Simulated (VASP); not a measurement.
# AlGaN2 (P-4m2) in VASP: further runs, part 2 of 2

VASP 6.6.1.

### Step 3. Single point, r2SCAN

Contents of POSCAR:

```
AlGaN2
1.0
    3.1385264253      0.0000000000      0.0000000000
    0.0000000000      3.1385264253      0.0000000000
    0.0000000000      0.0000000000      4.4223567422
Al Ga N
1 1 2
Direct
    0.5000000000      0.5000000000      0.5000000000
    0.0000000000      0.0000000000      0.0000000000
    0.5000000000      0.0000000000      0.7390831726
    0.0000000000      0.5000000000      0.2609168274
```

Contents of INCAR.step1:

```
SYSTEM = AlGaN2
PREC     = Accurate       ! precision mode
ENCUT    = 520            ! plane-wave cutoff, eV
ISMEAR   = 0              ! smearing method
SIGMA    = 0.02           ! smearing width, eV
LREAL    = .FALSE.        ! projectors in reciprocal space
LASPH    = .TRUE.         ! aspherical terms in the spheres
NELM     = 80             ! most SCF steps
NBANDS   = 21             ! bands
GGA      = PE             ! functional
ALGO     = Normal         ! electronic algorithm
EDIFF    = 1E-4           ! SCF threshold, eV
LWAVE    = .TRUE.         ! write WAVECAR
LCHARG   = .FALSE.        ! write CHGCAR
```

Contents of INCAR.step2:

```
SYSTEM = AlGaN2
PREC     = Accurate       ! precision mode
ENCUT    = 520            ! plane-wave cutoff, eV
EDIFF    = 1E-6           ! SCF threshold, eV
ISMEAR   = 0              ! smearing method
SIGMA    = 0.02           ! smearing width, eV
LREAL    = .FALSE.        ! projectors in reciprocal space
LASPH    = .TRUE.         ! aspherical terms in the spheres
NELM     = 80             ! most SCF steps
ALGO     = Normal         ! electronic algorithm
ISIF     = 2              ! what is computed and relaxed
LWAVE    = .FALSE.        ! write WAVECAR
LCHARG   = .FALSE.        ! write CHGCAR
METAGGA  = R2SCAN         ! meta-GGA
LMIXTAU  = .TRUE.       
NBANDS   = 21             ! bands
ISTART   = 1
```

Contents of KPOINTS:

```
Automatic mesh
0
G
  8 8 6
  0 0 0
```

Potentials or basis: VASP PAW PBE potentials, release 64 (Al, Ga_d, N).

On the command line:

```bash
$ cat potpaw_PBE.64/Al/POTCAR potpaw_PBE.64/Ga_d/POTCAR potpaw_PBE.64/N/POTCAR > POTCAR
$ cp INCAR.step1 INCAR
$ mpirun -np 1 vasp_std > vasp.out
$ cp INCAR.step2 INCAR
$ mpirun -np 1 vasp_std > vasp.out
```

OUTCAR:

```text
SYSTEM = AlGaN2
   PREC = Accurate
   ENCUT = 520
   EDIFF = 1E-6
   ISMEAR = 0
   LREAL = .FALSE.
   LASPH = .TRUE.
   NELM = 80
   ISIF = 2
   METAGGA = R2SCAN
   ISTART = 1

 ion  position               nearest neighbor table
   1  0.500  0.500  0.500-   3 1.89   4 1.89   3 1.89   4 1.89   2 3.13   2 3.13   2 3.13   2 3.13
                             2 3.13   2 3.13   2 3.13   2 3.13
   2  0.000  0.000  0.000-   3 1.95   4 1.95   4 1.95   3 1.95   1 3.13   1 3.13   1 3.13   1 3.13
                             1 3.13   1 3.13   1 3.13   1 3.13
   3  0.500  0.000  0.739-   1 1.89   1 1.89   2 1.95   2 1.95
   4  0.000  0.500  0.261-   1 1.89   1 1.89   2 1.95   2 1.95

  LATTYP: Found a simple tetragonal cell.
 ALAT       =     3.1385264253
 C/A-ratio  =     1.4090551243

  Lattice vectors:

 A1 = (   3.1385264253,   0.0000000000,   0.0000000000)
 A2 = (   0.0000000000,   3.1385264253,   0.0000000000)
 A3 = (   0.0000000000,   0.0000000000,   4.4223567422)

Analysis of symmetry for initial positions (statically):
=====================================================================
 Subroutine PRICEL returns:
 Original cell was already a primitive cell.

 Routine SETGRP: Setting up the symmetry group for a
 simple tetragonal supercell.

 Subroutine GETGRP returns: Found  8 space group operations
 (whereof  8 operations were pure point group operations)
 out of a pool of 16 trial point group operations.

The static configuration has the point symmetry D_2d.

Analysis of symmetry for dynamics (positions and initial velocities):
=====================================================================
 Subroutine PRICEL returns:
 Original cell was already a primitive cell.

 Routine SETGRP: Setting up the symmetry group for a
 simple tetragonal supercell.

 Subroutine GETGRP returns: Found  8 space group operations
 (whereof  8 operations were pure point group operations)
[... 118 lines left out ...]
   NUPDOWN=      -1.0000    fix difference up-down
   EMIN   =  10.00;   EMAX   =-10.00  energy-range for DOS
   EFERMI =   0.00;   METHOD = LEGACY
   ISMEAR =     0;   SIGMA  =   0.02  broadening in eV -4-tet -1-fermi 0-gaus
   EFERMI_NEDOS =   21; number of points for ismear=-14 and -15
   IALGO  =     38    algorithm
   IMIX   =      4    mixing-type and parameters
     AMIX     =   0.40;   BMIX     =  1.00
     AMIX_MAG =   1.60;   BMIX_MAG =  1.00
  volume/ion in A,a.u.               =      10.89        73.49
  Fermi-wavevector in a.u.,A,eV,Ry     =   1.378365  2.604732 25.849565  1.899889
  Thomas-Fermi vector in A             =   2.503433
   LORBIT       =      0    0 simple, 1 ext, 2 COOP (PROOUT), +10 PAW based schemes
   METAGGA = R2SCAN    functional components
   LHFCALC =     F    Hartree Fock is set to
   AEXX    =    0.0000 exact exchange contribution
   IVDW    =     0    specifies the selected vdW correction
   LEPSILON=     F    determine dielectric tensor
   LRPA    =     F    only Hartree local field effects (RPA)
 non-spin polarized calculation
 Gauss-broadening in eV      SIGMA  =   0.02
  energy-cutoff  :      520.00
  volume of cell :       43.56
 maximum number of plane-waves:      1208
 NGX is ok and might be reduce to    24
   NGX = 11   NGY = 11   NGZ = 17

 number of electron      25.9999981 magnetization

 Free energy of the ion-electron system (eV)
  ---------------------------------------------------
  ext. energy  EPLUGINS =         0.00000000
  ---------------------------------------------------
  free energy    TOTEN  =       -41.07488731 eV

  energy without entropy =      -41.07488731  energy(sigma->0) =      -41.07488731

 E-fermi :   5.5339     XC(G=0): -12.0768

 val. band max:        5.4007324570   @ k =   0.0000   0.0000   0.0000
 cond. band min:       8.7789069809   @ k =   0.0000   0.0000   0.0000
 fundamental gap:      3.3781745239
 Fermi energy:         5.5338948925

 k-point     1 :       0.0000    0.0000    0.0000
  band No.  band energies     occupation
      1     -10.8994      2.00000
      2      -9.3009      2.00000
      3      -7.9226      2.00000
      4      -7.9226      2.00000
      5      -7.8509      2.00000
      6      -7.6939      2.00000
[... 565 lines left out ...]
     20      18.4474      0.00000
     21      18.4851      0.00000

 [... further k-points ...]
[... 5 lines left out ...]
  --------------------------------------------------------------------------------------
  -------------------------------------------------------------------------------------
  Total        0.0809554      0.0809554      0.1039637      0.0000000      0.0000000      0.0000000
  in kB        2.9774942      2.9774942      3.8237265      0.0000000      0.0000000      0.0000000
  external PRESSURE =       3.2595716 kB  Pullay stress =       0.0000000 kB

 VOLUME and BASIS-vectors are now :
 -----------------------------------------------------------------------------
  energy-cutoff  :      520.00
  volume of cell :       43.56
      direct lattice vectors                 reciprocal lattice vectors
     3.138526425  0.000000000  0.000000000     0.318620864  0.000000000  0.000000000
     0.000000000  3.138526425  0.000000000     0.000000000  0.318620864  0.000000000
     0.000000000  0.000000000  4.422356742     0.000000000  0.000000000  0.226123775

 POSITION                                       TOTAL-FORCE (eV/Angst)
 -----------------------------------------------------------------------------------
      1.56926      1.56926      2.21118         0.000000     -0.000000      0.000000
      0.00000      0.00000      0.00000        -0.000000      0.000000      0.000000
      1.56926      0.00000      3.26849        -0.000000      0.000000     -0.090612
      0.00000      1.56926      1.15387         0.000000      0.000000      0.090612
 -----------------------------------------------------------------------------------
    total drift:                                0.000000      0.000000     -0.000000

  FREE ENERGIE OF THE ION-ELECTRON SYSTEM (eV)
  ---------------------------------------------------
  free  energy   TOTEN  =       -41.0748873131 eV

  energy  without entropy=      -41.0748873131  energy(sigma->0) =      -41.07488731
```

OUTCAR.step1:

```text
SYSTEM = AlGaN2
   PREC = Accurate
   ENCUT = 520
   ISMEAR = 0
   LREAL = .FALSE.
   LASPH = .TRUE.
[... 808 lines left out ...]
      0.00000      0.00000      0.00000         0.000000     -0.000000      0.000000
      1.56926      0.00000      3.26849         0.000000     -0.000000     -0.112793
      0.00000      1.56926      1.15387         0.000000     -0.000000      0.112793
 -----------------------------------------------------------------------------------
    total drift:                                0.000000      0.000000     -0.000000

  FREE ENERGIE OF THE ION-ELECTRON SYSTEM (eV)
  ---------------------------------------------------
  free  energy   TOTEN  =       -26.9708635185 eV

  energy  without entropy=      -26.9708635185  energy(sigma->0) =      -26.97086352
```

It took 3.2 min on 1 thread of Intel Xeon Platinum 8259CL at 2.50GHz (Skylake/Cascade Lake), shared host; peak memory 0.2 GiB.

Results:

* Free energy: -41.0749 eV
* Pressure: 0.3 GPa
* Largest force: 0.091 eV/Å
* Band gap on the k mesh: 3.38 eV, direct

Forces in eV/Å, atoms in the order of the input:
```
Al   0.000  0.000  0.000
Ga   0.000  0.000  0.000
N    0.000  0.000 -0.091
N    0.000  0.000  0.091
```

Stress tensor (GPa, compression positive):
```
0.30 0.00 0.00
0.00 0.30 0.00
0.00 0.00 0.38
```

Levels at points of the mesh, in eV from the valence-band top:
```tsv
k point	band 11	band 12	band 13	band 14	band 15	band 16
(0.00, 0.00, 0.00)	-0.22	0.00	0.00	3.38	4.08	8.38
(0.50, 0.00, 0.00)	-2.90	-1.05	-0.67	7.79	7.83	8.74
(0.50, 0.50, 0.00)	-2.32	-2.32	-2.31	3.84	3.84	7.01
(0.00, 0.00, 0.50)	-1.63	-0.99	-0.99	5.84	5.99	8.71
(0.50, 0.00, 0.50)	-0.91	-0.61	-0.55	5.83	7.31	10.02
(0.50, 0.50, 0.50)	-3.35	-3.24	-3.24	6.78	6.78	9.63
```

Caveat: the PAW data sets were made with another functional, which shifts forces and pressure a little.

### Step 4. Single point, r2SCAN

Contents of POSCAR:

```
AlGaN2
1.0
    3.1385264188      0.0000000000      0.0000000000
    0.0000000000      3.1385264188      0.0000000000
    0.0000000000      0.0000000000      4.4223567269
Al Ga N
1 1 2
Direct
    0.5000000000      0.5000000000      0.5000000000
    0.0000000000      0.0000000000      0.0000000000
    0.5000000000      0.0000000000      0.7390831704
    0.0000000000      0.5000000000      0.2609168296
```

INCAR.step1 is that of step 3.

INCAR.step2 is that of step 3.

KPOINTS is that of step 3.

On the command line:

```bash
$ cat potpaw_PBE.64/Al/POTCAR potpaw_PBE.64/Ga_d/POTCAR potpaw_PBE.64/N/POTCAR > POTCAR
$ cp INCAR.step1 INCAR
$ mpirun -np 1 vasp_std > vasp.out
$ cp INCAR.step2 INCAR
$ mpirun -np 1 vasp_std > vasp.out
```

Wall time 88 s (1 thread of Intel Xeon 6975P-C, shared host); peak memory 0.2 GiB.

It converged, with:

```yaml
Free_energy: -41.0749 eV
Pressure: 0.3 GPa
Largest_force: 0.091 eV/Å
Band_gap_on_the_k_mesh: 3.38 eV, direct
```

Forces in eV/Å, atoms in the order of the input:
```
Al   0.000  0.000  0.000
Ga   0.000  0.000  0.000
N    0.000  0.000 -0.091
N    0.000  0.000  0.091
```

Stress tensor (GPa, compression positive):
```
0.30 0.00 0.00
0.00 0.30 0.00
0.00 0.00 0.38
```

Levels at points of the mesh, in eV from the valence-band top:
```csv
k point,band 10,band 11,band 12,band 13,band 14,band 15,band 16,band 17
"(0.00, 0.00, 0.00)",-2.40,-0.22,0.00,0.00,3.38,4.08,8.38,12.09
"(0.50, 0.00, 0.00)",-2.98,-2.90,-1.05,-0.67,7.79,7.83,8.74,9.17
"(0.50, 0.50, 0.00)",-2.35,-2.32,-2.32,-2.31,3.84,3.84,7.01,9.56
"(0.00, 0.00, 0.50)",-1.63,-1.63,-0.99,-0.99,5.84,5.99,8.71,10.09
"(0.50, 0.00, 0.50)",-1.03,-0.91,-0.61,-0.55,5.83,7.31,10.02,10.30
"(0.50, 0.50, 0.50)",-4.02,-3.35,-3.24,-3.24,6.78,6.78,9.63,11.73
```

Caveat: the PAW data sets were made with another functional, which shifts forces and pressure a little. A k mesh can miss the band edges.

### Step 5. Relaxation of cell and atoms, r2SCAN

Contents of POSCAR:

```
AlGaN2
1.0
    3.1408770487      0.0000000000      0.0000000000
    0.0000000000      3.1408770487      0.0000000000
    0.0000000000      0.0000000000      4.4238379400
Al Ga N
1 1 2
Direct
    0.5000000000      0.5000000000      0.5000000000
    0.0000000000      0.0000000000      0.0000000000
    0.5000000000      0.0000000000      0.7382648100
    0.0000000000      0.5000000000      0.2617351900
```

Contents of INCAR.step1:

```
SYSTEM = AlGaN2
ALGO     = Normal         ! electronic algorithm
EDIFF    = 1E-4           ! SCF threshold, eV
ENCUT    = 600            ! plane-wave cutoff, eV
GGA      = PE             ! functional
ISMEAR   = 0              ! smearing method
LASPH    = .True.         ! aspherical terms in the spheres
LCHARG   = .False.        ! write CHGCAR
LREAL    = .False.        ! projectors in reciprocal space
LWAVE    = .True.         ! write WAVECAR
NELM     = 100            ! most SCF steps
PREC     = Accurate       ! precision mode
SIGMA    = 0.02           ! smearing width, eV
```

Contents of INCAR.step2:

```
SYSTEM = AlGaN2
ALGO     = Normal         ! electronic algorithm
EDIFF    = 1E-6           ! SCF threshold, eV
EDIFFG   = -0.005         ! ionic threshold
ENCUT    = 600            ! plane-wave cutoff, eV
IBRION   = 2              ! ionic algorithm
ISIF     = 3              ! what is computed and relaxed
ISMEAR   = 0              ! smearing method
ISTART   = 1            
LASPH    = .True.         ! aspherical terms in the spheres
LCHARG   = .False.        ! write CHGCAR
LMIXTAU  = .True.       
LREAL    = .False.        ! projectors in reciprocal space
LWAVE    = .False.        ! write WAVECAR
METAGGA  = R2SCAN         ! meta-GGA
NELM     = 100            ! most SCF steps
NSW      = 100            ! ionic steps
PREC     = Accurate       ! precision mode
SIGMA    = 0.02           ! smearing width, eV
```

Contents of KPOINTS:

```
k-points
0
Gamma
  8 8 6
  0 0 0
```

On the command line:

```bash
$ cat potpaw_PBE.64/Al/POTCAR potpaw_PBE.64/Ga_d/POTCAR potpaw_PBE.64/N/POTCAR > POTCAR
$ cp INCAR.step1 INCAR
$ mpirun -np 1 vasp_std > vasp.out
$ cp INCAR.step2 INCAR
$ mpirun -np 1 vasp_std > vasp.out
```

Wall time 2.6 min (1 thread of Intel Xeon 6975P-C, shared host); peak memory 0.21 GiB.

The run converged. Its results:

```
Free energy                  : -41.0753 eV
Pressure after relaxing      : 0.0 GPa
Largest force after relaxing : 0.004 eV/Å
Band gap on the k mesh       : 3.36 eV, direct
```

Forces on the atoms (eV/Å):
```
Al   0.000  0.000  0.000
Ga   0.000  0.000  0.000
N    0.000  0.000  0.004
N    0.000  0.000 -0.004
```

Final structure:
```
Al Ga N
1.0
     3.14088    0.00000    0.00000
     0.00000    3.14088    0.00000
     0.00000    0.00000    4.42384
Al Ga N
1 1 2
Direct
  0.50000 0.50000 0.50000
  0.00000 0.00000 0.00000
  0.50000 0.00000 0.73826
  0.00000 0.50000 0.26174
```

Levels at points of the mesh, in eV from the valence-band top:
| k point | band 11 | band 12 | band 13 | band 14 | band 15 | band 16 |
| --- | --- | --- | --- | --- | --- | --- |
| (0.00, 0.00, 0.00) | -0.23 | 0.00 | 0.00 | 3.36 | 4.10 | 8.37 |
| (0.50, 0.00, 0.00) | -2.90 | -1.06 | -0.66 | 7.75 | 7.81 | 8.74 |
| (0.50, 0.50, 0.00) | -2.31 | -2.31 | -2.30 | 3.84 | 3.84 | 6.98 |
| (0.00, 0.00, 0.50) | -1.63 | -0.99 | -0.99 | 5.83 | 5.99 | 8.68 |
| (0.50, 0.00, 0.50) | -0.91 | -0.61 | -0.54 | 5.80 | 7.29 | 10.01 |
| (0.50, 0.50, 0.50) | -3.34 | -3.23 | -3.23 | 6.78 | 6.78 | 9.57 |

Caveat: the relaxation stopped at its first step, so nothing moved; the PAW data sets were made with another functional, which shifts forces and pressure a little.

### Step 6. The runs side by side

```tsv
task	cell	k mesh	cutoff (eV)	smearing	gap on the mesh (eV)	pressure (GPa)
single point	a = 3.141, b = 3.141, c = 4.424 Å, 4 atoms	6 × 6 × 4	520	gaussian 0.1 eV	3.36	-0.1
single point	a = 3.139, b = 3.139, c = 4.422 Å, 4 atoms	8 × 8 × 6	520	gaussian 0.02 eV	3.38	0.3
relaxation of cell and atoms	relaxed from a = 3.141, b = 3.141, c = 4.424 Å, 4 atoms	8 × 8 × 6	600	gaussian 0.02 eV	3.36	0.0
```

Alike in all rows: level r2SCAN; potentials or basis VASP PAW PBE potentials, release 64 (Al, Ga_d, N); no spin polarisation.

Caveats: the PAW data sets were made with another functional, which shifts forces and pressure a little; the relaxation stopped at its first step, so nothing moved (some runs).

Absolute energies hang on the potentials; compare differences alone.
